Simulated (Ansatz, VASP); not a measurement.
One calculation of CuAu, two programs

```
Cu Au
1.0
     0.00000    2.57920    2.57920
     2.57920    0.00000    2.57920
     2.57920    2.57920    0.00000
Cu Au
1 1
Direct
  0.00000 0.00000 0.00000
  0.50000 0.50000 0.50000
```

Alike in both runs: functional PBE; k mesh 6 × 6 × 6; occupations gaussian, width 0.1 eV; no spin polarisation.

Ansatz relaxed the structure, and its values are those at the end. VASP's run is a single point on that final structure, the one shown.

```csv
,VASP,Ansatz
version,VASP 6.6.1,Ansatz 0.2.0
potentials or method,"VASP PAW PBE potentials, release 64 (Cu, Au), cutoff 520 eV","scalar-relativistic, plane waves, PAW"
valence electrons in the cell,22,38
```

|  | VASP | Ansatz | Ansatz less VASP |
| --- | --- | --- | --- |
| gap on the k mesh at the Fermi level (eV) | none | none | - |
| pressure (GPa) | 0.2 | 0.3 | +0.09 |

A gap of «none» marks a metal or a gap that the smearing closes. VASP's potentials hold 22 valence electrons a cell and Ansatz's 38, so a difference there can come from the potentials and not from the codes.

Spin-orbit coupling is off throughout.
